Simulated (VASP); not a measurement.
Input of a VASP 6.6.1 run:

INCAR

```
SYSTEM = H4C3O2
PREC     = Accurate       ! precision mode
ENCUT    = 520            ! plane-wave cutoff, eV
EDIFF    = 1E-7           ! SCF threshold, eV
ISMEAR   = -1             ! smearing method
SIGMA    = 0.05           ! smearing width, eV
LREAL    = Auto         
LASPH    = .True.         ! aspherical terms in the spheres
NELM     = 80             ! most SCF steps
ALGO     = Normal         ! electronic algorithm
ISIF     = 2              ! what is computed and relaxed
LWAVE    = .False.        ! write WAVECAR
LCHARG   = .True.         ! write CHGCAR
GGA      = PS             ! functional
LELF     = .True.         ! ELF
LVHAR    = .True.       
NBANDS   = 80             ! bands
```

File KPOINTS:

```
regular mesh
0
Gamma
  1 1 1
  0 0 0
```

The input POSCAR:

```
H4C3O2
1.0
    7.8232050000      0.0000000000      0.0000000000
    0.0000000000      7.8232050000      0.0000000000
    0.0000000000      0.0000000000      7.8232050000
O C H
8 12 16
Direct
    0.1540672908      0.5571629530      0.0406227371
    0.3869641662      0.6926189458      0.1234021095
    0.7096707807      0.4371609845      0.4007053375
    0.9817715374      0.3370613451      0.3644669927
    0.3754727123      0.2700811240      0.3026253307
    0.3792435453      0.2920925631      0.5975428229
    0.5532259477      0.9553245761      0.0974025352
    0.7496288286      0.7520447182     -0.0197489392
    0.2523006875      0.6821628731      0.0266898285
    0.8481817874      0.3803811865      0.3070225055
    0.3398095793      0.3446030112      0.4594919857
    0.7077661905      0.8926520525      0.0098169484
    0.0698818451      0.1031290884      1.0928002015
    0.1417961053      0.0917271118      0.9564622172
    0.8418672398      0.9066360910      0.3297369812
    0.8833591859      0.8431710533      0.4660494005
    0.4524104891      0.8127359567      0.6340623824
    0.4671614767      0.7284226861      0.5149040579
    0.6507307427      0.4115960147      0.8169541767
    0.8092846858      0.4236626804      0.8240101084
    0.2046603662      0.4614349234      0.1024004868
    0.2113839533      0.8058078499     -0.0411851664
    0.7215840567      0.4572294859      0.5299618251
    0.8535120836      0.3782976414      0.1426780968
    0.4015106341      0.1501814154      0.3127618412
    0.2739797819      0.4661900078      0.4568076639
    0.4865652888      0.8276658991      0.1117317008
    0.7837964108      1.0111329052     -0.0295147577
    0.2322321862      0.0172307897      0.8666652606
   -0.0378105904      0.0718375653      1.1732148141
    0.9443955514      0.7717169625      0.5672994636
    0.7504213427      0.9628662422      0.2480441200
    0.4864758114      0.6503217032      0.4032490520
    0.4288268044      0.8759325622      0.7442601849
    0.9221795926      0.4661005304      0.8987876452
    0.5210396506      0.4259251803      0.7721771320
```

Potentials or basis: VASP PAW PBE potentials, release 64 (O, C, H).

Launch:

```sh
$ cat potpaw_PBE.64/O/POTCAR potpaw_PBE.64/C/POTCAR potpaw_PBE.64/H/POTCAR > POTCAR
$ mpirun -np 1 vasp_gam > vasp.out
```

(1) Predict the pressure.

(2) What does it give for the largest force?

(3) Estimate the band gap on the k mesh.

Answers

(1) 0.9 GPa.

(2) 7.326 eV/Å.

(3) 3.46 eV.

Caveat: the k points lie up to 0.80 Å⁻¹ apart; the PAW data sets were made with another functional, which shifts forces and pressure a little.
